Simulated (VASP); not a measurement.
Input of a VASP 6.6.1 run:

POSCAR

```
ZrO2
1.0
    0.0000000000      2.5447138353      2.5447138353
    2.5447138353      0.0000000000      2.5447138353
    2.5447138353      2.5447138353      0.0000000000
Zr O
1 2
Direct
    0.0000000000      0.0000000000      0.0000000000
    0.2500000000      0.2500000000      0.2500000000
    0.7500000000      0.7500000000      0.7500000000
```

File INCAR.step1:

```
ALGO = Normal ; EDIFF = 1E-5
ENCUT = 660 ; GGA = PE
GGA_COMPAT = False ; ISMEAR = 0
LASPH = True ; LCHARG = False
LREAL = False ; LWAVE = True
NBANDS = 19 ; NELM = 120
PREC = Accurate ; SIGMA = 0.01
```

File INCAR.step2:

```
ALGO = Normal ; EDIFF = 1E-6
ENCUT = 660 ; GGA_COMPAT = False
ISIF = 2 ; ISMEAR = 0
ISTART = 1 ; LASPH = True
LCHARG = True ; LELF = True
LMIXTAU = True ; LREAL = False
LVHAR = True ; LWAVE = False
METAGGA = R2SCAN ; NBANDS = 19
NELM = 120 ; PREC = Accurate
SIGMA = 0.01
```

File KPOINTS:

```
k-points
0
Gamma
  6 6 6
```

Potentials or basis: VASP PAW PBE potentials, release 64 (Zr_sv, O).

Launch:

```sh
$ cat potpaw_PBE.64/Zr_sv/POTCAR potpaw_PBE.64/O/POTCAR > POTCAR
$ cp INCAR.step1 INCAR
$ mpirun -np 1 vasp_std > vasp.out
$ cp INCAR.step2 INCAR
$ mpirun -np 1 vasp_std > vasp.out
```

(1) Predict the band gap on the k mesh.

(2) Predict the pressure.

Answers

(1) 3.87 eV (least direct gap 4.28 eV).

(2) 0.0 GPa.

Caveat: the PAW data sets were made with another functional, which shifts forces and pressure a little.
